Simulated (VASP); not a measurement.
Write the native input for VASP 6.6.1 that does the following.

* Task: relaxation of the atoms
* Functional: PBE
* Dispersion: D3(BJ)
* Potentials or basis: VASP PAW PBE potentials, release 64 (Ti_sv, H)
* Cutoff: 520 eV
* k mesh: 3 × 2 × 4
* Occupations: gaussian, width 0.1 eV
* Spin: no spin polarisation
* Dipole correction: no
* Further INCAR settings: ALGO = Normal; EDIFF = 1e-07; IBRION = 2; EDIFFG = -0.03; NSW = 80

The structure of Ti12H (a cell with a defect) lies in POSCAR:

```
Ti12H
1.0
    5.9000000000      0.0000000000      0.0000000000
   -4.4250000000      7.6643250000      0.0000000000
    0.0000000000      0.0000000000      4.6846000000
Ti H
12 1
Direct
    0.0000000000      0.0000000000      0.0000000000
    0.1666667000      0.2222222000      0.5000000000
    0.0000000000      0.3333333000      0.0000000000
    0.1666667000      0.5555556000      0.5000000000
    0.0000000000      0.6666667000      0.0000000000
    0.1666667000      0.8888889000      0.5000000000
    0.5000000000      0.0000000000      0.0000000000
    0.6666667000      0.2222222000      0.5000000000
    0.5000000000      0.3333333000      0.0000000000
    0.6666667000      0.5555556000      0.5000000000
    0.5000000000      0.6666667000      0.0000000000
    0.6666667000      0.8888889000      0.5000000000
    0.0013962000      0.0093309000      0.6059852000
```

These files were run (other wordings do the same):

INCAR

```
SYSTEM = Ti12H
PREC     = Accurate       ! precision mode
ENCUT    = 520            ! plane-wave cutoff, eV
EDIFF    = 1E-7           ! SCF threshold, eV
ISMEAR   = 0              ! smearing method
SIGMA    = 0.1            ! smearing width, eV
LREAL    = .False.        ! projectors in reciprocal space
LASPH    = .True.         ! aspherical terms in the spheres
NELM     = 100            ! most SCF steps
ALGO     = Normal         ! electronic algorithm
ISIF     = 2              ! what is computed and relaxed
LWAVE    = .False.        ! write WAVECAR
LCHARG   = .False.        ! write CHGCAR
GGA      = PE             ! functional
IVDW     = 12             ! dispersion correction
IBRION   = 2              ! ionic algorithm
NSW      = 80             ! ionic steps
EDIFFG   = -0.03          ! ionic threshold
```

KPOINTS

```
Automatic mesh
0
Gamma
  3 2 4
  0 0 0
```

Potentials or basis: VASP PAW PBE potentials, release 64 (Ti_sv, H).

Command:

```console
$ cat potpaw_PBE.64/Ti_sv/POTCAR potpaw_PBE.64/H/POTCAR > POTCAR
$ mpirun -np 1 vasp_std > vasp.out
```

It gave:

The energy gained by relaxing is 10.1 meV/atom, the ionic steps are 9 and the pressure after relaxing is -5.8 GPa. The largest force after relaxing is 0.028 eV/Å and the dispersion energy per atom is -0.561 eV.

Caveat: the k points lie up to 0.41 Å⁻¹ apart.

Wall time 55 min on 1 thread of Intel(R) Xeon(R) Platinum 8259CL CPU @ 2.50GHz (Skylake/Cascade Lake), with other jobs on the host, peak memory 0.46 GiB.
